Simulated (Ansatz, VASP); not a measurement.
NaCu: VASP beside Ansatz

```
CELL_PARAMETERS angstrom
0.00000 2.94362 2.94362
2.94362 0.00000 2.94362
2.94362 2.94362 0.00000
ATOMIC_POSITIONS crystal
Na 0.00000 0.00000 0.00000
Cu 0.50000 0.50000 0.50000
```

Alike in both runs: functional PBE; k mesh 16 × 16 × 16; occupations gaussian, width 0.1 eV; no spin polarisation.

Ansatz relaxed the structure, and its values are those at the end. VASP's run is a single point on that final structure, the one shown.

```csv
,VASP,Ansatz
version,VASP 6.6.1,Ansatz 0.2.0
potentials or method,"VASP PAW PBE potentials, release 64 (Na_pv, Cu), cutoff 520 eV","scalar-relativistic, plane waves, PAW"
valence electrons in the cell,18,28
```

```tsv
	VASP	Ansatz	Ansatz less VASP
gap on the k mesh at the Fermi level (eV)	none	none	-
pressure (GPa)	-0.1	0.0	+0.08
```

A gap of «none» marks a metal or a gap that the smearing closes. VASP's potentials hold 18 valence electrons a cell and Ansatz's 28, so a difference there can come from the potentials and not from the codes.
